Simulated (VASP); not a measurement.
Crystal: Zn3SeS2.

```
Zn Se S
1.0
     3.91728    0.00000    0.00000
    -1.95864    3.39246    0.00000
     0.00000    0.00000    9.59962
Zn Se S
3 1 2
Cartesian
  0.0000 0.0000 0.0921
  1.9586 1.1308 3.2013
  0.0000 2.2616 6.3022
  0.0000 0.0000 7.2135
  1.9586 1.1308 0.8392
  0.0000 2.2616 3.9508
```

Base run:

```yaml
Program: VASP 6.6.1
Functional: PBE
Potentials_or_basis: VASP PAW PBE potentials, release 64 (Zn, Se, S)
Cutoff: 520 eV
k_mesh: 12 × 12 × 4
Occupations: gaussian, width 0.02 eV
Spin: no spin polarisation
```

Its results: band gap on the k mesh 1.43 eV, direct; pressure 0.2 GPa; largest force 0.009 eV/Å.

The run is repeated on the same cell with these changes: functional from PBE to r2SCAN; further incar settings from ALGO = Normal; EDIFF = 1e-07; NBANDS = 36 to ALGO = Normal; EDIFF = 1e-06; NBANDS = 36. What comes out?

Band gap on the k mesh 1.98 eV, direct; pressure -2.2 GPa; largest force 0.031 eV/Å.

Caveats: the PAW data sets were made with another functional, which shifts forces and pressure a little (some runs).

A k mesh can miss the band edges.
